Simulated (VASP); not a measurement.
# Mg2Sn (Fm-3m) in VASP: notebook

Mg2Sn is run at these levels: PBE; tasks: single point.

All numbers are computed with VASP 6.6.1; they aren't measurements. Logs are shortened: lines on timing, memory, paths and dates and some standing lists are left out, and cuts for length are marked.

## Step 1: The cell of the first run

It takes space group Fm-3m (No. 225, cubic). The conventional cell has a = 6.827 Å, b = 6.827 Å, c = 6.827 Å, α = 90.00°, β = 90.00°, γ = 90.00°. Sn (site symmetry m-3m) has 8 Mg at 2.96 Å within 3.9 Å. Mg (site symmetry -43m) has 4 Sn at 2.96 Å and 6 Mg at 3.41 Å within 3.9 Å.

## Step 2: Single point, PBE (strain +1.0%)

File INCAR:

```
SYSTEM = Mg2Sn
ALGO     = Normal         ! electronic algorithm
EDIFF    = 1E-6           ! SCF threshold, eV
ENCUT    = 600            ! plane-wave cutoff, eV
GGA      = PE             ! functional
GGA_COMPAT= .False.      
ISIF     = 2              ! what is computed and relaxed
ISMEAR   = -1             ! smearing method
LASPH    = .True.         ! aspherical terms in the spheres
LCHARG   = .False.        ! write CHGCAR
LREAL    = .False.        ! projectors in reciprocal space
LWAVE    = .False.        ! write WAVECAR
NBANDS   = 16             ! bands
NELM     = 120            ! most SCF steps
PREC     = Accurate       ! precision mode
SIGMA    = 0.02           ! smearing width, eV
```

File KPOINTS:

```
k-points
0
Gamma
  6 6 6
  0 0 0
```

File POSCAR:

```
Mg2Sn
1.0
    0.0000000000      3.4137346349      3.4137346349
    3.4137346349      0.0000000000      3.4137346349
    3.4137346349      3.4137346349      0.0000000000
Sn Mg
1 2
Direct
    0.0000000000      0.0000000000      0.0000000000
    0.2500000000      0.2500000000      0.2500000000
    0.7500000000      0.7500000000      0.7500000000
```

Potentials or basis: VASP PAW PBE potentials, release 64 (Sn_d, Mg).

Launch:

```bash
$ cat potpaw_PBE.64/Sn_d/POTCAR potpaw_PBE.64/Mg/POTCAR > POTCAR
$ mpirun -np 1 vasp_std > vasp.out
```

OUTCAR:

```text
SYSTEM = Mg2Sn
   EDIFF = 1E-6
   ENCUT = 600
   GGA = PE
   ISIF = 2
   ISMEAR = -1
   LASPH = .True.
   LREAL = .False.
   NELM = 120
   PREC = Accurate

 ion  position               nearest neighbor table
   1  0.000  0.000  0.000-   2 2.96   3 2.96   3 2.96   3 2.96   3 2.96   2 2.96   2 2.96   2 2.96

   2  0.250  0.250  0.250-   1 2.96   1 2.96   1 2.96   1 2.96   3 3.41   3 3.41   3 3.41   3 3.41
                             3 3.41   3 3.41
   3  0.750  0.750  0.750-   1 2.96   1 2.96   1 2.96   1 2.96   2 3.41   2 3.41   2 3.41   2 3.41
                             2 3.41   2 3.41

  LATTYP: Found a face centered cubic cell.
 ALAT       =     6.8274692698

  Lattice vectors:

 A1 = (   0.0000000000,   3.4137346349,   3.4137346349)
 A2 = (   3.4137346349,   0.0000000000,   3.4137346349)
 A3 = (   3.4137346349,   3.4137346349,   0.0000000000)

Analysis of symmetry for initial positions (statically):
=====================================================================
 Subroutine PRICEL returns:
 Original cell was already a primitive cell.

 Routine SETGRP: Setting up the symmetry group for a
 face centered cubic supercell.

 Subroutine GETGRP returns: Found 48 space group operations
 (whereof 48 operations were pure point group operations)
 out of a pool of 48 trial point group operations.

The static configuration has the point symmetry O_h .

Analysis of symmetry for dynamics (positions and initial velocities):
=====================================================================
 Subroutine PRICEL returns:
 Original cell was already a primitive cell.

 Routine SETGRP: Setting up the symmetry group for a
 face centered cubic supercell.

 Subroutine GETGRP returns: Found 48 space group operations
 (whereof 48 operations were pure point group operations)
 out of a pool of 48 trial point group operations.

The dynamic configuration has the point symmetry O_h .

 Subroutine INISYM returns: Found 48 space group operations
 (whereof 48 operations are pure point group operations),
 and found     1 'primitive' translations

----------------------------------------------------------------------------------------

                                     Primitive cell

  volume of cell :      79.5645

  direct lattice vectors                    reciprocal lattice vectors
     0.000000000  3.413734635  3.413734635    -0.146467155  0.146467155  0.146467155
     3.413734635  0.000000000  3.413734635     0.146467155 -0.146467155  0.146467155
     3.413734635  3.413734635  0.000000000     0.146467155  0.146467155 -0.146467155

  length of vectors
     4.827749819  4.827749819  4.827749819     0.253688554  0.253688554  0.253688554

  position of ions in fractional coordinates (direct lattice)
     0.000000000  0.000000000  0.000000000
     0.250000000  0.250000000  0.250000000
     0.750000000  0.750000000  0.750000000

  ion indices of the primitive-cell ions
   primitive index   ion index
                 1           1
                 2           2
                 3           3

----------------------------------------------------------------------------------------

 KPOINTS: k-points

Automatic generation of k-mesh.
 Grid dimensions read from file:
 generate k-points for:    6    6    6

 Generating k-lattice:

  Cartesian coordinates                     Fractional coordinates (reciprocal lattice)
    -0.024411193  0.024411193  0.024411193     0.166666667  0.000000000  0.000000000
     0.024411193 -0.024411193  0.024411193     0.000000000  0.166666667  0.000000000
     0.024411193  0.024411193 -0.024411193     0.000000000  0.000000000  0.166666667

  Length of vectors
     0.042281426  0.042281426  0.042281426

  Shift w.r.t. Gamma in fractional coordinates (k-lattice)
     0.000000000  0.000000000  0.000000000

 Subroutine IBZKPT returns following result:
 ===========================================

 Found     16 irreducible k-points:

 Following reciprocal coordinates:
            Coordinates               Weight
  0.000000  0.000000  0.000000      1.000000
  0.166667  0.000000  0.000000      8.000000
  0.333333  0.000000  0.000000      8.000000
  0.500000  0.000000  0.000000      4.000000
  0.166667  0.166667  0.000000      6.000000
  0.333333  0.166667  0.000000     24.000000
[... 8 lines left out ...]
 -0.333333  0.333333  0.166667     24.000000
 -0.333333  0.500000  0.166667     12.000000
   k-points           NKPTS =     16   k-points in BZ     NKDIM =     16   number of bands    NBANDS=     16
   number of dos      NEDOS =    301   number of ions     NIONS =      3
   total plane-waves  NPLWV =  64000
   dimension x,y,z NGX =    40 NGY =   40 NGZ =   40
   dimension x,y,z NGXF=    80 NGYF=   80 NGZF=   80
   ions per type =               1   2
   NGX,Y,Z   is equivalent  to a cutoff of  13.77, 13.77, 13.77 a.u.
   NGXF,Y,Z  is equivalent  to a cutoff of  27.55, 27.55, 27.55 a.u.
 SYSTEM =  Mg2Sn
   PREC   = accura    normal or accurate (medium, high low for compatibility)
   ISTART =      0    job   : 0-new  1-cont  2-samecut
   ICHARG =      2    charge: 1-file 2-atom 10-const
   ISPIN  =      1    spin polarized calculation?
   LNONCOLLINEAR =      F non collinear calculations
   LSORBIT =      F    spin-orbit coupling
   LASPH  =      T    aspherical Exc in radial PAW
   ENCUT  =  600.0 eV  44.10 Ry    6.64 a.u.   9.64  9.64  9.64*2*pi/ulx,y,z
   NELM   =    120;   NELMIN=  2; NELMDL= -5     # of ELM steps
   EDIFF  = 0.1E-05   stopping-criterion for ELM
   LREAL  =      F    real-space projection
   EDIFFG = 0.1E-04   stopping-criterion for IOM
   NSW    =      0    number of steps for IOM
   IBRION =     -1    ionic relax: 0-MD 1-quasi-New 2-CG
   NFREE  =      0    steps in history (QN), initial steepest desc. (CG)
   ISIF   =      2    stress and relaxation
   ISYM   =      2    0-nonsym 1-usesym 2-fastsym
   POTIM  = 0.5000    time-step for ionic-motion
   TEBEG  =    0.0;   TEEND  =   0.0 temperature during run
   PSTRESS=    0.0 pullay stress
   NELECT =      18.0000    total number of electrons
   NUPDOWN=      -1.0000    fix difference up-down
   EMIN   =  10.00;   EMAX   =-10.00  energy-range for DOS
   EFERMI =   0.00;   METHOD = LEGACY
   ISMEAR =    -1;   SIGMA  =   0.02  broadening in eV -4-tet -1-fermi 0-gaus
   EFERMI_NEDOS =   21; number of points for ismear=-14 and -15
   IALGO  =     38    algorithm
   IMIX   =      4    mixing-type and parameters
     AMIX     =   0.40;   BMIX     =  1.00
     AMIX_MAG =   1.60;   BMIX_MAG =  1.00
  volume/ion in A,a.u.               =      26.52       178.98
  Fermi-wavevector in a.u.,A,eV,Ry     =   0.997530  1.885058 13.538693  0.995066
  Thomas-Fermi vector in A             =   2.129692
   LORBIT       =      0    0 simple, 1 ext, 2 COOP (PROOUT), +10 PAW based schemes
   GGA     = PE    functional components
   LHFCALC =     F    Hartree Fock is set to
   AEXX    =    0.0000 exact exchange contribution
   IVDW    =     0    specifies the selected vdW correction
   LEPSILON=     F    determine dielectric tensor
   LRPA    =     F    only Hartree local field effects (RPA)
 non-spin polarized calculation
  energy-cutoff  :      600.00
  volume of cell :       79.56
 maximum number of plane-waves:      2685
 NGX is ok and might be reduce to    40
   NGX = 19   NGY = 19   NGZ = 19

 number of electron      18.0000004 magnetization

 Free energy of the ion-electron system (eV)
  ---------------------------------------------------
  ext. energy  EPLUGINS =         0.00000000
  ---------------------------------------------------
  free energy    TOTEN  =        -7.40650219 eV

  energy without entropy =       -7.40646377  energy(sigma->0) =       -7.40648298

 E-fermi :   3.9774     XC(G=0):  -8.6508

 val. band max:        3.8713303463   @ k =   0.5000   0.5000   0.0000
 cond. band min:       4.0819360423   @ k =   0.0000   0.0000   0.0000
 fundamental gap:      0.2106056960
 Fermi energy:         3.9773965776

 k-point     1 :       0.0000    0.0000    0.0000
  band No.  band energies     occupation
      1     -16.8765      2.00000
      2     -16.8765      2.00000
      3     -16.8765      2.00000
      4     -16.8410      2.00000
      5     -16.8410      2.00000
      6      -4.8953      2.00000
[... 8 lines left out ...]
     15       9.4810      0.00000
     16       9.4810      0.00000

 k-point     2 :       0.1667    0.0000    0.0000
  band No.  band energies     occupation
      1     -16.8763      2.00000
      2     -16.8757      2.00000
      3     -16.8757      2.00000
      4     -16.8409      2.00000
      5     -16.8409      2.00000
      6      -4.6794      2.00000
[... 8 lines left out ...]
     15       8.4414      0.00000
     16       8.8878      0.00000

 k-point     3 :       0.3333    0.0000    0.0000
  band No.  band energies     occupation
      1     -16.8760      2.00000
      2     -16.8743      2.00000
      3     -16.8743      2.00000
      4     -16.8406      2.00000
      5     -16.8406      2.00000
      6      -4.1113      2.00000
[... 8 lines left out ...]
     15       9.2194      0.00000
     16       9.4755      0.00000

 k-point     4 :       0.5000    0.0000    0.0000
  band No.  band energies     occupation
      1     -16.8758      2.00000
      2     -16.8736      2.00000
      3     -16.8736      2.00000
      4     -16.8404      2.00000
      5     -16.8404      2.00000
      6      -3.6805      2.00000
[... 8 lines left out ...]
     15      10.8592      0.00000
     16      11.3665      0.00000
[... 172 lines left out ...]
 k-point    14 :       0.5000    0.3333    0.1667
  band No.  band energies     occupation
      1     -16.8767      2.00000
      2     -16.8733      2.00000
      3     -16.8721      2.00000
      4     -16.8416      2.00000
      5     -16.8395      2.00000
      6      -3.6578      2.00000
[... 8 lines left out ...]
     15      10.7674      0.00000
     16      11.4217      0.00000

 k-point    15 :      -0.3333    0.3333    0.1667
  band No.  band energies     occupation
      1     -16.8751      2.00000
      2     -16.8746      2.00000
      3     -16.8713      2.00000
      4     -16.8414      2.00000
      5     -16.8396      2.00000
      6      -3.3188      2.00000
[... 8 lines left out ...]
     15      11.2436      0.00000
     16      11.6458      0.00000

 k-point    16 :      -0.3333    0.5000    0.1667
  band No.  band energies     occupation
      1     -16.8772      2.00000
      2     -16.8727      2.00000
      3     -16.8705      2.00000
      4     -16.8421      2.00000
      5     -16.8390      2.00000
      6      -3.1688      2.00000
[... 8 lines left out ...]
     15      11.8097      0.00000
     16      12.1547      0.00000

------------------------ aborting loop because EDIFF is reached ----------------------------------------

  FORCE on cell =-STRESS in cart. coord.  units (eV):
  Direction    XX          YY          ZZ          XY          YZ          ZX
  --------------------------------------------------------------------------------------
  -------------------------------------------------------------------------------------
  Total       -0.1821629     -0.1821629     -0.1821629     -0.0000000      0.0000000     -0.0000000
  in kB       -3.6681850     -3.6681850     -3.6681850     -0.0000000      0.0000000     -0.0000000
  external PRESSURE =      -3.6681850 kB  Pullay stress =       0.0000000 kB

 VOLUME and BASIS-vectors are now :
 -----------------------------------------------------------------------------
  energy-cutoff  :      600.00
  volume of cell :       79.56
      direct lattice vectors                 reciprocal lattice vectors
     0.000000000  3.413734635  3.413734635    -0.146467155  0.146467155  0.146467155
     3.413734635  0.000000000  3.413734635     0.146467155 -0.146467155  0.146467155
     3.413734635  3.413734635  0.000000000     0.146467155  0.146467155 -0.146467155

 POSITION                                       TOTAL-FORCE (eV/Angst)
 -----------------------------------------------------------------------------------
      0.00000      0.00000      0.00000         0.000000     -0.000000      0.000000
      1.70687      1.70687      1.70687        -0.000000     -0.000000     -0.000000
      5.12060      5.12060      5.12060         0.000000      0.000000      0.000000
 -----------------------------------------------------------------------------------
    total drift:                               -0.000000      0.000000     -0.000000

  FREE ENERGIE OF THE ION-ELECTRON SYSTEM (eV)
  ---------------------------------------------------
  free  energy   TOTEN  =        -7.4065021875 eV

  energy  without entropy=       -7.4064637687  energy(sigma->0) =       -7.40648298
```

It took 23 s on 1 thread of Intel Xeon 6975P-C (Granite Rapids), shared host; peak memory 0.24 GiB.

Results:

```
Free energy            : -7.4065 eV
Pressure               : -0.4 GPa
Band gap on the k mesh : zero (band 9 reaches 4.08 eV, above the bottom of band 10 at 3.87 eV)
```

Caveat: the cell differs from its parent crystal (strain +1.0%); spin-orbit coupling is left out, which moves the levels of the heavy elements.

## Step 3: Single point, PBE (strain +2.0%)

File INCAR:

```
ALGO = Normal
EDIFF = 1E-6
ENCUT = 600
GGA = PE
GGA_COMPAT = False
ISIF = 2
ISMEAR = -1
LASPH = True
LCHARG = True
LELF = True
LREAL = False
LVHAR = True
LWAVE = False
NBANDS = 16
NELM = 120
PREC = Accurate
SIGMA = 0.02
```

File KPOINTS:

```
k-points
0
Gamma
  6 6 6
```

File POSCAR:

```
Mg2Sn
1.0
    0.0000000000      3.4475339877      3.4475339877
    3.4475339877      0.0000000000      3.4475339877
    3.4475339877      3.4475339877      0.0000000000
Sn Mg
1 2
Direct
    0.0000000000      0.0000000000      0.0000000000
    0.2500000000      0.2500000000      0.2500000000
    0.7500000000      0.7500000000      0.7500000000
```

Potentials or basis: VASP PAW PBE potentials, release 64 (Sn_d, Mg).

Launch:

```bash
$ cat potpaw_PBE.64/Sn_d/POTCAR potpaw_PBE.64/Mg/POTCAR > POTCAR
$ mpirun -np 1 vasp_std > vasp.out
```

It took 24 s on 1 thread of Intel Xeon 6975P-C (Granite Rapids), shared host; peak memory 0.24 GiB.

It converged, with:

```
Free energy            : -7.3929 eV
Pressure               : -1.5 GPa
Band gap on the k mesh : zero (band 9 reaches 3.88 eV, above the bottom of band 10 at 3.62 eV)
```

Levels at points of the mesh, in eV from the Fermi level:
```csv
k point,band 6,band 7,band 8,band 9,band 10,band 11,band 12,band 13
"(0.00, 0.00, 0.00)",-8.73,0.12,0.12,0.12,1.21,2.18,2.18,2.18
"(0.50, 0.00, 0.00)",-7.56,-4.50,-0.68,-0.68,0.56,2.29,2.29,3.95
"(0.50, 0.50, 0.00)",-7.09,-4.32,-1.89,-1.89,-0.14,0.34,7.06,7.06
```

Caveat: the cell differs from its parent crystal (strain +2.0%); spin-orbit coupling is left out, which moves the levels of the heavy elements.
